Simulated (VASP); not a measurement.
Here is a VASP 6.6.1 calculation.

INCAR

```
  ALGO = Normal
  EDIFF = 1E-6
  ENCUT = 520
  GGA = PE
  ISIF = 2
  ISMEAR = 0
  LASPH = T
  LCHARG = F
  LREAL = F
  LWAVE = F
  NBANDS = 42
  NELM = 80
  PREC = Accurate
  SIGMA = 0.2
```

The input KPOINTS:

```
k-points
0
Gamma
  4 4 4
```

POSCAR

```
Zr2Si4GePd
1.0
   -2.9609008112      2.9609008112      3.7796622113
    2.9609008112     -2.9609008112      3.7796622113
    2.9609008112      2.9609008112     -3.7796622113
Zr Si Ge Pd
2 4 1 1
Direct
    0.5000000000      0.0000000000      0.5000000000
    0.0000000000      0.5000000000      0.5000000000
    0.9533315796      0.5511730113      0.0000000000
    0.5511730113      0.9533315796      0.0000000000
    0.0466684204      0.0466684204      0.5978414318
    0.4488269887      0.4488269887      0.4021585682
    0.5000000000      0.5000000000      0.0000000000
    0.0000000000      0.0000000000      0.0000000000
```

Potentials or basis: VASP PAW PBE potentials, release 64 (Zr_sv, Si, Ge_d, Pd).

Launch:

```bash
$ cat potpaw_PBE.64/Zr_sv/POTCAR potpaw_PBE.64/Si/POTCAR potpaw_PBE.64/Ge_d/POTCAR potpaw_PBE.64/Pd/POTCAR > POTCAR
$ mpirun -np 1 vasp_std > vasp.out
```

Question: Estimate the pressure.

Answer: -0.1 GPa.

Question: Estimate the band gap on the k mesh.

Answer: Zero (bands 32 and 33 overlap by 0.34 eV).

Forces on the atoms (eV/Å):
```
Zr   0.000  0.000  0.000
Zr   0.000  0.000  0.000
Si  -0.007  0.007  0.010
Si   0.007 -0.007  0.010
Si  -0.007 -0.007 -0.010
Si   0.007  0.007 -0.010
Ge   0.000  0.000  0.000
Pd   0.000  0.000  0.000
```
